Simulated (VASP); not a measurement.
Write the native input for VASP 6.6.1 that does the following.

```yaml
Task: relaxation of cell and atoms
Functional: PBE
Dispersion: D3(BJ)
Potentials_or_basis: VASP PAW PBE potentials, release 64 (Sn_d)
Cutoff: 600 eV
k_mesh: 9 × 9 × 9
Occupations: fermi-dirac, width 0.05 eV
Spin: no spin polarisation
Dipole_correction: no
Further_INCAR_settings: ALGO = Normal; EDIFF = 1e-06; IBRION = 2; EDIFFG = -0.01; NSW = 60; ISIF = 3
```

The structure of Sn lies in POSCAR:

```
Sn
1.0
   -2.9401404553      2.9401404553      1.5993019889
    2.9401404553     -2.9401404553      1.5993019889
    2.9401404553      2.9401404553     -1.5993019889
Sn
2
Direct
    0.0000000000      0.0000000000      0.0000000000
    0.7500000000      0.2500000000      0.5000000000
```

These files were run (other wordings do the same):

INCAR

```
SYSTEM = Sn
PREC = Accurate
ENCUT = 600
EDIFF = 1E-6
ISMEAR = -1
SIGMA = 0.05
LREAL = .FALSE.
LASPH = .TRUE.
NELM = 80
ALGO = Normal
ISIF = 3
LWAVE = .FALSE.
LCHARG = .FALSE.
GGA = PE
IVDW = 12
IBRION = 2
NSW = 60
EDIFFG = -0.01
```

KPOINTS

```
Automatic mesh
0
G
  9 9 9
  0 0 0
```

Potentials or basis: VASP PAW PBE potentials, release 64 (Sn_d).

Launch:

```bash
$ cat potpaw_PBE.64/Sn_d/POTCAR > POTCAR
$ mpirun -np 1 vasp_std > vasp.out
```

Results of the run:

```json
{
 "Relaxed volume": "27.21 Å³/atom",
 "Relaxed cell": "a = 4.437 Å, b = 4.437 Å, c = 4.437 Å, α = 97.32°, β = 97.32°, γ = 138.18°",
 "Space group after relaxing (to 0.05 Å)": "I4_1/amd (No. 141)",
 "Energy gained by relaxing": "1.3 meV/atom",
 "Ionic steps": "6",
 "Pressure after relaxing": "0.0 GPa",
 "Band gap on the k mesh": "zero (band 14 reaches 9.16 eV, above the bottom of band 15 at 5.16 eV)",
 "Dispersion energy per atom": "-0.389 eV"
}
```

Caveat: spin-orbit coupling is left out, which moves the levels of the heavy elements; pairwise dispersion overbinds metals, which lowers pressure and volume.

Wall time 2.6 min on 1 thread of Intel(R) Xeon(R) 6975P-C (Granite Rapids), with other jobs on the host, peak memory 0.26 GiB.
